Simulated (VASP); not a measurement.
# AlN (Pm) in VASP: notebook

Runs on AlN. Level: LDA. Tasks: single point.

All numbers are computed with VASP 6.6.1; they aren't measurements. Logs are shortened: lines on timing, memory, paths and dates and some standing lists are left out, and cuts for length are marked.

### 1 The cell of the first run

The structure is monoclinic, space group Pm (No. 6). Conventional cell: a = 3.276 Å, b = 4.101 Å, c = 5.674 Å, α = 90.00°, β = 90.00°, γ = 90.00°. Al (site symmetry m) has 5 N at 1.66 to 2.28 Å within 2.3 Å. Al (site symmetry m) has 5 N at 1.89 to 2.05 Å within 2.5 Å. Within 2.5 Å of Al (site symmetry m) lie 5 N at 1.89 to 2.05 Å. Within 2.5 Å of Al (site symmetry m) lie 5 N at 1.89 to 2.05 Å. Within 2.5 Å of N (site symmetry m) lie 5 Al at 1.89 to 2.09 Å. Within 2.5 Å of N (site symmetry m) lie 5 Al at 1.89 to 2.05 Å. N (site symmetry m) has 5 Al at 1.66 to 2.05 Å within 2.2 Å. N (site symmetry m) has 5 Al at 1.89 to 2.28 Å within 2.5 Å.

### 2 Single point, LDA (atom 1 (Al) moved by +0.372 Å along [1 0 0] and +0.124 Å along [1 2 0])

The input, INCAR:

```
PREC = Accurate
ENCUT = 520
EDIFF = 1E-6
ISMEAR = 0
SIGMA = 0.05
LREAL = F
LASPH = T
NELM = 60
ALGO = Normal
ISIF = 2
LWAVE = F
LCHARG = T
GGA = CA
LELF = T
LVHAR = T
NBANDS = 26
```

The input, KPOINTS:

```
Automatic mesh
0
Gamma
  8 6 4
```

The input, POSCAR:

```
AlN
1.0
   -1.6378403119      2.8368226349      0.0000000000
    0.0000000000      0.0000000000      4.1006264518
    4.9135209358      2.8368226349      0.0000000000
Al N
4 4
Direct
    0.4760010639      0.7500000000      0.2343764779
    1.0000000000      0.7500000000      0.6666666667
    0.0000000000      0.2500000000      0.3333333333
    0.5000000000      0.2500000000      0.8333333333
    0.5000000000      0.2500000000      0.1666666667
    1.0000000000      0.2500000000      0.6666666667
    0.0000000000      0.7500000000      0.3333333333
    0.5000000000      0.7500000000      0.8333333333
```

Potentials or basis: VASP PAW LDA potentials, release 64 (Al, N).

Started as:

```bash
$ cat potpaw_LDA.64/Al/POTCAR potpaw_LDA.64/N/POTCAR > POTCAR
$ mpirun -np 1 vasp_std > vasp.out
```

OUTCAR:

```text
PREC = Accurate
   ENCUT = 520
   EDIFF = 1E-6
   ISMEAR = 0
   LREAL = F
   LASPH = T
   NELM = 60
   ISIF = 2
   GGA = CA

 ion  position               nearest neighbor table
   1  0.476  0.750  0.234-   7 1.66   7 1.81   5 2.09   5 2.09   8 2.28   3 2.64   3 2.64   3 2.73
                             3 2.73   2 2.91   2 2.99   4 3.06   4 3.06
   2  0.000  0.750  0.667-   8 1.89   8 1.89   7 1.89   6 2.05   6 2.05   4 2.79   4 2.79   4 2.79
                             4 2.79   3 2.79   3 2.79   1 2.91   1 2.99
   3  0.000  0.250  0.333-   5 1.89   5 1.89   6 1.89   7 2.05   7 2.05   1 2.64   1 2.64   1 2.73
                             1 2.73   2 2.79   2 2.79   4 3.28   4 3.28   4 3.28   4 3.28
   4  0.500  0.250  0.833-   6 1.89   6 1.89   5 1.89   8 2.05   8 2.05   2 2.79   2 2.79   2 2.79
                             2 2.79   1 3.06   1 3.06   3 3.28   3 3.28   3 3.28   3 3.28
   5  0.500  0.250  0.167-   3 1.89   3 1.89   4 1.89   1 2.09   1 2.09
   6  0.000  0.250  0.667-   4 1.89   4 1.89   3 1.89   2 2.05   2 2.05
   7  0.000  0.750  0.333-   1 1.66   1 1.81   2 1.89   3 2.05   3 2.05
   8  0.500  0.750  0.833-   2 1.89   2 1.89   4 2.05   4 2.05   1 2.28

  LATTYP: Found a simple orthorhombic cell.
 ALAT       =     3.2756806238
 B/A-ratio  =     1.2518395176
 C/A-ratio  =     1.7320508076

  Lattice vectors:

 A1 = (  -1.6378403119,   2.8368226349,   0.0000000000)
 A2 = (   0.0000000000,   0.0000000000,   4.1006264518)
 A3 = (   4.9135209358,   2.8368226349,   0.0000000000)

Analysis of symmetry for initial positions (statically):
=====================================================================
 Subroutine PRICEL returns:
 Original cell was already a primitive cell.

 Routine SETGRP: Setting up the symmetry group for a
 simple orthorhombic supercell.

 Subroutine GETGRP returns: Found  2 space group operations
 (whereof  1 operations were pure point group operations)
 out of a pool of  8 trial point group operations.

The static configuration has the point symmetry C_1 .
 The point group associated with its full space group is C_1h.

Analysis of symmetry for dynamics (positions and initial velocities):
=====================================================================
 Subroutine PRICEL returns:
 Original cell was already a primitive cell.

 Routine SETGRP: Setting up the symmetry group for a
 simple orthorhombic supercell.

 Subroutine GETGRP returns: Found  2 space group operations
 (whereof  1 operations were pure point group operations)
 out of a pool of  8 trial point group operations.

The dynamic configuration has the point symmetry C_1 .
 The point group associated with its full space group is C_1h.

 Subroutine INISYM returns: Found  2 space group operations
 (whereof  1 operations are pure point group operations),
 and found     1 'primitive' translations

----------------------------------------------------------------------------------------

                                     Primitive cell

  volume of cell :      76.2103

  direct lattice vectors                    reciprocal lattice vectors
    -1.637840312  2.836822635  0.000000000    -0.152640033  0.264380293  0.000000000
     0.000000000  0.000000000  4.100626452     0.000000000  0.000000000  0.243865178
     4.913520936  2.836822635  0.000000000     0.152640033  0.088126764  0.000000000

  length of vectors
     3.275680624  4.100626452  5.673645270     0.305280067  0.243865178  0.176253529

  position of ions in fractional coordinates (direct lattice)
     0.476001064  0.750000000  0.234376478
     0.000000000  0.750000000  0.666666667
     0.000000000  0.250000000  0.333333333
     0.500000000  0.250000000  0.833333333
     0.500000000  0.250000000  0.166666667
     0.000000000  0.250000000  0.666666667
     0.000000000  0.750000000  0.333333333
     0.500000000  0.750000000  0.833333333

  ion indices of the primitive-cell ions
   primitive index   ion index
                 1           1
                 2           2
                 3           3
                 4           4
                 5           5
                 6           6
                 7           7
                 8           8

----------------------------------------------------------------------------------------

 KPOINTS: Automatic mesh

Automatic generation of k-mesh.
 Grid dimensions read from file:
 generate k-points for:    8    6    4

 Generating k-lattice:

  Cartesian coordinates                     Fractional coordinates (reciprocal lattice)
    -0.019080004  0.033047537  0.000000000     0.125000000  0.000000000  0.000000000
     0.000000000  0.000000000  0.040644196     0.000000000  0.166666667  0.000000000
     0.038160008  0.022031691  0.000000000     0.000000000  0.000000000  0.250000000

  Length of vectors
     0.038160008  0.040644196  0.044063382

  Shift w.r.t. Gamma in fractional coordinates (k-lattice)
     0.000000000  0.000000000  0.000000000

 Subroutine IBZKPT returns following result:
 ===========================================

 Found     72 irreducible k-points:

 Following reciprocal coordinates:
            Coordinates               Weight
  0.000000  0.000000  0.000000      1.000000
  0.125000  0.000000  0.000000      2.000000
  0.250000  0.000000  0.000000      2.000000
  0.375000  0.000000  0.000000      2.000000
  0.500000  0.000000  0.000000      1.000000
  0.000000  0.166667  0.000000      2.000000
[... 16 lines left out ...]
  0.125000  0.000000 -0.250000      2.000000
  0.250000  0.000000  0.250000      2.000000
 [... further k-points ...]
   k-points           NKPTS =     72   k-points in BZ     NKDIM =     72   number of bands    NBANDS=     26
   number of dos      NEDOS =    301   number of ions     NIONS =      8
   total plane-waves  NPLWV =  30240
   dimension x,y,z NGX =    24 NGY =   30 NGZ =   42
   dimension x,y,z NGXF=    48 NGYF=   60 NGZF=   84
   ions per type =               4   4
   NGX,Y,Z   is equivalent  to a cutoff of  12.18, 12.16, 12.31 a.u.
   NGXF,Y,Z  is equivalent  to a cutoff of  24.36, 24.32, 24.61 a.u.
 SYSTEM =  unknown system
   PREC   = accura    normal or accurate (medium, high low for compatibility)
   ISTART =      0    job   : 0-new  1-cont  2-samecut
   ICHARG =      2    charge: 1-file 2-atom 10-const
   ISPIN  =      1    spin polarized calculation?
   LNONCOLLINEAR =      F non collinear calculations
   LSORBIT =      F    spin-orbit coupling
   LASPH  =      T    aspherical Exc in radial PAW
   ENCUT  =  520.0 eV  38.22 Ry    6.18 a.u.   6.09  7.62 10.55*2*pi/ulx,y,z
   NELM   =     60;   NELMIN=  2; NELMDL= -5     # of ELM steps
   EDIFF  = 0.1E-05   stopping-criterion for ELM
   LREAL  =      F    real-space projection
   EDIFFG = 0.1E-04   stopping-criterion for IOM
   NSW    =      0    number of steps for IOM
   IBRION =     -1    ionic relax: 0-MD 1-quasi-New 2-CG
   NFREE  =      0    steps in history (QN), initial steepest desc. (CG)
   ISIF   =      2    stress and relaxation
   ISYM   =      2    0-nonsym 1-usesym 2-fastsym
   POTIM  = 0.5000    time-step for ionic-motion
   TEBEG  =    0.0;   TEEND  =   0.0 temperature during run
   PSTRESS=    0.0 pullay stress
   NELECT =      32.0000    total number of electrons
   NUPDOWN=      -1.0000    fix difference up-down
   EMIN   =  10.00;   EMAX   =-10.00  energy-range for DOS
   EFERMI =   0.00;   METHOD = LEGACY
   ISMEAR =     0;   SIGMA  =   0.05  broadening in eV -4-tet -1-fermi 0-gaus
   EFERMI_NEDOS =   21; number of points for ismear=-14 and -15
   IALGO  =     38    algorithm
   IMIX   =      4    mixing-type and parameters
     AMIX     =   0.40;   BMIX     =  1.00
     AMIX_MAG =   1.60;   BMIX_MAG =  1.00
  volume/ion in A,a.u.               =       9.53        64.29
  Fermi-wavevector in a.u.,A,eV,Ry     =   1.225896  2.316607 20.447110  1.502820
  Thomas-Fermi vector in A             =   2.360917
   LORBIT       =      0    0 simple, 1 ext, 2 COOP (PROOUT), +10 PAW based schemes
   GGA     = CA    functional components
   LHFCALC =     F    Hartree Fock is set to
   AEXX    =    0.0000 exact exchange contribution
   IVDW    =     0    specifies the selected vdW correction
   LEPSILON=     F    determine dielectric tensor
   LRPA    =     F    only Hartree local field effects (RPA)
 non-spin polarized calculation
 Gauss-broadening in eV      SIGMA  =   0.05
  energy-cutoff  :      520.00
  volume of cell :       76.21
 maximum number of plane-waves:      2088
   NGX = 13   NGY = 15   NGZ = 21

 number of electron      32.0000003 magnetization

 Free energy of the ion-electron system (eV)
  ---------------------------------------------------
  ext. energy  EPLUGINS =         0.00000000
  ---------------------------------------------------
  free energy    TOTEN  =       -63.56479427 eV

  energy without entropy =      -63.56479427  energy(sigma->0) =      -63.56479427

 E-fermi :   8.4391     XC(G=0): -11.6734

 val. band max:        8.1703632015   @ k =   0.0000   0.0000   0.0000
 cond. band min:      11.0810715448   @ k =   0.0000   0.0000   0.0000
 fundamental gap:      2.9107083432
 Fermi energy:         8.4391132263

 k-point     1 :       0.0000    0.0000    0.0000
  band No.  band energies     occupation
      1      -9.1096      2.00000
      2      -6.8616      2.00000
      3      -5.7859      2.00000
      4      -4.4415      2.00000
      5       0.8019      2.00000
      6       1.4348      2.00000
[... 18 lines left out ...]
     25      17.8688      0.00000
     26      18.8409      0.00000

 k-point     2 :       0.1250    0.0000    0.0000
  band No.  band energies     occupation
      1      -8.9731      2.00000
      2      -6.7478      2.00000
      3      -5.8146      2.00000
      4      -4.4523      2.00000
      5       0.9464      2.00000
      6       1.3118      2.00000
[... 18 lines left out ...]
     25      17.9973      0.00000
     26      18.7832      0.00000

 k-point     3 :       0.2500    0.0000    0.0000
  band No.  band energies     occupation
      1      -8.5853      2.00000
      2      -6.4354      2.00000
      3      -5.9506      2.00000
      4      -4.5238      2.00000
      5       0.9710      2.00000
      6       1.3663      2.00000
[... 18 lines left out ...]
     25      17.8561      0.00000
     26      18.5161      0.00000

 k-point     4 :       0.3750    0.0000    0.0000
  band No.  band energies     occupation
      1      -8.0350      2.00000
      2      -6.3271      2.00000
      3      -5.9615      2.00000
      4      -4.7157      2.00000
      5       0.7943      2.00000
      6       2.0002      2.00000
[... 18 lines left out ...]
     25      17.8161      0.00000
     26      18.9469      0.00000

 k-point     5 :       0.5000    0.0000    0.0000
  band No.  band energies     occupation
      1      -7.6625      2.00000
      2      -6.6125      2.00000
      3      -5.6988      2.00000
      4      -4.8920      2.00000
      5       0.8734      2.00000
      6       1.7671      2.00000
[... 18 lines left out ...]
     25      17.7861      0.00000
     26      19.2239      0.00000

 k-point     6 :       0.0000    0.1667    0.0000
  band No.  band energies     occupation
      1      -8.9418      2.00000
      2      -6.7714      2.00000
      3      -5.9239      2.00000
      4      -4.7550      2.00000
      5       0.8409      2.00000
      6       1.4548      2.00000
[... 427 lines left out ...]
 k-point    21 :      -0.0000    0.0000    0.2500
  band No.  band energies     occupation
      1      -8.9893      2.00000
      2      -7.2553      2.00000
      3      -5.5775      2.00000
      4      -4.3611      2.00000
      5       0.9396      2.00000
      6       1.7748      2.00000
[... 18 lines left out ...]
     25      17.1507      0.00000
     26      18.5851      0.00000

 k-point    22 :       0.1250    0.0000    0.2500
  band No.  band energies     occupation
      1      -8.8572      2.00000
      2      -7.1374      2.00000
      3      -5.6018      2.00000
      4      -4.3854      2.00000
      5       1.0805      2.00000
      6       1.6928      2.00000
[... 18 lines left out ...]
     25      17.7710      0.00000
     26      18.3372      0.00000

 k-point    23 :       0.1250    0.0000   -0.2500
  band No.  band energies     occupation
      1      -8.8561      2.00000
      2      -7.1421      2.00000
      3      -5.5962      2.00000
      4      -4.3861      2.00000
      5       1.0822      2.00000
      6       1.6703      2.00000
[... 18 lines left out ...]
     25      17.7595      0.00000
     26      18.3115      0.00000

 k-point    24 :       0.2500    0.0000    0.2500
  band No.  band energies     occupation
      1      -8.4839      2.00000
      2      -6.8228      2.00000
      3      -5.7072      2.00000
      4      -4.4987      2.00000
      5       1.2577      2.00000
      6       1.4886      2.00000
[... 18 lines left out ...]
     25      17.8873      0.00000
     26      18.3765      0.00000

 [... further k-points ...]
[... 5 lines left out ...]
  --------------------------------------------------------------------------------------
  -------------------------------------------------------------------------------------
  Total        3.2333874      5.0207065      0.3400061     -5.1619951      0.0000000      0.0000000
  in kB       67.9758095    105.5507880      7.1479801   -108.5211112      0.0000000      0.0000000
  external PRESSURE =      60.2248592 kB  Pullay stress =       0.0000000 kB

 VOLUME and BASIS-vectors are now :
 -----------------------------------------------------------------------------
  energy-cutoff  :      520.00
  volume of cell :       76.21
      direct lattice vectors                 reciprocal lattice vectors
    -1.637840312  2.836822635  0.000000000    -0.152640033  0.264380293  0.000000000
     0.000000000  0.000000000  4.100626452     0.000000000  0.000000000  0.243865178
     4.913520936  2.836822635  0.000000000     0.152640033  0.088126764  0.000000000

 POSITION                                       TOTAL-FORCE (eV/Angst)
 -----------------------------------------------------------------------------------
      0.37200      2.01522      3.07547        -6.879515      0.335066      0.000000
      3.27568      1.89122      3.07547         1.695418      0.912237      0.000000
      1.63784      0.94561      1.02516         0.009589     -0.313286      0.000000
      3.27568      3.78243      1.02516         0.374927      0.243034      0.000000
      0.00000      1.89122      1.02516         1.543263      0.706618      0.000000
      3.27568      1.89122      1.02516        -0.669265     -0.395123      0.000000
      1.63784      0.94561      3.07547         3.739998     -1.496229      0.000000
      3.27568      3.78243      3.07547         0.185585      0.007683      0.000000
 -----------------------------------------------------------------------------------
    total drift:                                0.000194      0.000087     -0.000000

  FREE ENERGIE OF THE ION-ELECTRON SYSTEM (eV)
  ---------------------------------------------------
  free  energy   TOTEN  =       -63.5647942670 eV

  energy  without entropy=      -63.5647942670  energy(sigma->0) =      -63.56479427
```

Run time: 68 s. Hardware: 1 thread of AMD EPYC 9R45 (Zen 5), shared host; peak memory 0.19 GiB.

Results:

```yaml
Free_energy: -63.5648 eV
Pressure: 6.0 GPa
Largest_force: 6.888 eV/Å
Band_gap_on_the_k_mesh: 2.91 eV
```

Forces on the atoms (eV/Å):
```
Al  -6.880  0.335  0.000
Al   1.695  0.912  0.000
Al   0.010 -0.313  0.000
Al   0.375  0.243  0.000
N    1.543  0.707  0.000
N   -0.669 -0.395  0.000
N    3.740 -1.496  0.000
N    0.186  0.008  0.000
```

Stress tensor (GPa, compression positive):
```
  6.80 -10.85   0.00
-10.85  10.56   0.00
  0.00   0.00   0.71
```

Levels at points of the mesh, in eV from the valence-band top:
```
           k point  band 12  band 13  band 14  band 15  band 16  band 17  band 18  band 19  band 20  band 21
(0.00, 0.00, 0.00)    -2.88    -2.31    -1.38    -0.98     0.00     2.91     4.06     4.56     6.90     7.45
(0.50, 0.00, 0.00)    -3.83    -3.13    -2.53    -2.18    -1.71     4.71     5.00     6.26     6.37     7.14
(0.00, 0.50, 0.00)    -2.58    -2.45    -2.09    -1.75    -1.46     4.57     5.06     5.77     6.22     8.06
(0.50, 0.50, 0.00)    -4.29    -1.66    -1.01    -0.88    -0.62     5.17     5.24     6.53     6.87     8.73
(0.00, 0.00, 0.50)    -2.64    -2.22    -1.53    -0.91    -0.76     4.22     5.18     6.30     6.43     7.42
(0.50, 0.00, 0.50)    -4.04    -3.29    -2.84    -1.53    -1.02     2.99     4.21     6.05     7.01     7.55
(0.00, 0.50, 0.50)    -2.46    -2.22    -2.17    -1.54    -1.38     4.41     5.13     5.61     6.40     8.79
(0.50, 0.50, 0.50)    -3.07    -2.44    -1.70    -1.41    -1.34     3.92     4.45     5.36     5.80     9.20
```

Caveat: the cell differs from its parent crystal (atom 1 (Al) moved by +0.372 Å along [1 0 0] and +0.124 Å along [1 2 0]); the cell stands under pressure; forces of over 1 eV/Å act on the atoms, so gaps and moduli don't describe the material at rest. A k mesh can miss the band edges.

### 3 Single point, LDA (atom 1 (Al) moved by +0.496 Å along [1 0 0] and +0.248 Å along [1 2 0])

The input, INCAR:

```
SYSTEM = AlN
PREC = Accurate
ENCUT = 520
EDIFF = 1E-7
ISMEAR = 0
SIGMA = 0.05
LREAL = .FALSE.
LASPH = .TRUE.
NELM = 80
ALGO = Normal
ISIF = 2
LWAVE = .FALSE.
LCHARG = .FALSE.
NBANDS = 26
```

The input, KPOINTS:

```
regular mesh
0
G
  8 6 4
  0 0 0
```

POSCAR, as its differences from that of step 2:

```diff
@@ -8,3 +8,3 @@
 Direct
-    0.4760010639      0.7500000000      0.2343764779
+    0.4898568561      0.7500000000      0.2642315609
     1.0000000000      0.7500000000      0.6666666667
```

Potentials or basis: VASP PAW LDA potentials, release 64 (Al, N).

Started as:

```bash
$ cat potpaw_LDA.64/Al/POTCAR potpaw_LDA.64/N/POTCAR > POTCAR
$ mpirun -np 1 vasp_std > vasp.out
```

Run time: 66 s. Hardware: 1 thread of AMD EPYC 9R45 (Zen 5), shared host; peak memory 0.19 GiB.

Results (log left out):

- Free energy: -62.6719 eV
- Pressure: 9.0 GPa
- Largest force: 6.551 eV/Å
- Band gap on the k mesh: 2.48 eV (least direct gap 2.52 eV)

Forces in eV/Å, atoms in the order of the input:
```
Al  -6.414 -1.334  0.000
Al   2.310  1.291  0.000
Al  -0.333 -0.342  0.000
Al   0.559  0.329  0.000
N    2.010  1.088  0.000
N   -0.856 -0.497  0.000
N    3.233 -0.213  0.000
N   -0.510 -0.322  0.000
```

Stress tensor (GPa, compression positive):
```
  6.84 -13.87   0.00
-13.87  19.22   0.00
  0.00   0.00   0.92
```

Levels at points of the mesh, in eV from the valence-band top:
```csv
k point,band 12,band 13,band 14,band 15,band 16,band 17,band 18,band 19,band 20,band 21
"(0.00, 0.00, 0.00)",-2.81,-2.42,-1.25,-0.90,0.00,2.52,4.08,4.55,6.59,7.50
"(0.50, 0.00, 0.00)",-3.91,-3.23,-2.46,-2.20,-1.58,4.07,4.52,6.45,6.56,6.74
"(0.00, 0.50, 0.00)",-2.60,-2.44,-1.96,-1.76,-1.33,4.23,4.89,5.72,6.32,7.77
"(0.50, 0.50, 0.00)",-4.20,-1.85,-0.96,-0.90,-0.56,4.50,4.76,6.62,7.18,8.63
"(0.00, 0.00, 0.50)",-2.49,-2.37,-1.54,-0.83,-0.71,3.97,5.25,6.22,6.42,7.31
"(0.50, 0.00, 0.50)",-3.98,-3.37,-2.82,-1.59,-0.91,2.48,4.30,5.47,6.69,7.53
"(0.00, 0.50, 0.50)",-2.62,-2.26,-2.03,-1.50,-1.20,4.04,4.86,5.67,6.66,8.60
"(0.50, 0.50, 0.50)",-3.03,-2.65,-1.58,-1.35,-1.30,3.28,4.04,5.40,6.06,9.11
```

Caveat: the cell differs from its parent crystal (atom 1 (Al) moved by +0.496 Å along [1 0 0] and +0.248 Å along [1 2 0]); the cell stands under pressure; forces of over 1 eV/Å act on the atoms, so gaps and moduli don't describe the material at rest. A k mesh can miss the band edges.

(Part 1 of 2 ends here.)
